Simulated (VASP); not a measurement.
Set up this calculation in VASP 6.6.1, as the native input.

```
Task                   : single point
Functional             : PBEsol
Dispersion             : D3(BJ)
Potentials or basis    : VASP PAW PBE potentials, release 64 (W_sv)
Cutoff                 : 520 eV
k mesh                 : 12 × 12 × 12
Occupations            : fermi-dirac, width 0.05 eV
Spin                   : no spin polarisation
Dipole correction      : no
Further INCAR settings : ALGO = Fast; EDIFF = 1e-06; NBANDS = 13
```

The structure of W lies in POSCAR:

```
W
1.0
   -1.5928244114      1.5928244114      1.5928244114
    1.5928244114     -1.5928244114      1.5928244114
    1.5928244114      1.5928244114     -1.5928244114
W
1
Direct
    0.0000000000      0.0000000000      0.0000000000
```

The input as run:

INCAR

```
SYSTEM = W
ALGO     = Fast           ! electronic algorithm
EDIFF    = 1E-6           ! SCF threshold, eV
ENCUT    = 520            ! plane-wave cutoff, eV
GGA      = PS             ! functional
ISIF     = 2              ! what is computed and relaxed
ISMEAR   = -1             ! smearing method
IVDW     = 12             ! dispersion correction
LASPH    = .TRUE.         ! aspherical terms in the spheres
LCHARG   = .FALSE.        ! write CHGCAR
LREAL    = .FALSE.        ! projectors in reciprocal space
LWAVE    = .FALSE.        ! write WAVECAR
NBANDS   = 13             ! bands
NELM     = 60             ! most SCF steps
PREC     = Accurate       ! precision mode
SIGMA    = 0.05           ! smearing width, eV
```

KPOINTS

```
k-points
0
G
  12 12 12
  0 0 0
```

Potentials or basis: VASP PAW PBE potentials, release 64 (W_sv).

Run with:

```console
$ cat potpaw_PBE.64/W_sv/POTCAR > POTCAR
$ mpirun -np 1 vasp_std > vasp.out
```

It gave:

```yaml
Pressure: -15.6 GPa
Band_gap_on_the_k_mesh: zero (band 7 reaches 16.03 eV, above the bottom of band 8 at 9.79 eV)
Dispersion_energy_per_atom: -0.729 eV
```

Caveat: the PAW data sets were made with another functional, which shifts forces and pressure a little; spin-orbit coupling is left out, which moves the levels of the heavy elements; pairwise dispersion overbinds metals, which lowers pressure and volume.

It took 21 s on 1 thread of Intel(R) Xeon(R) Platinum 8259CL CPU @ 2.50GHz (Skylake/Cascade Lake), with other jobs on the host, peak memory 0.15 GiB.
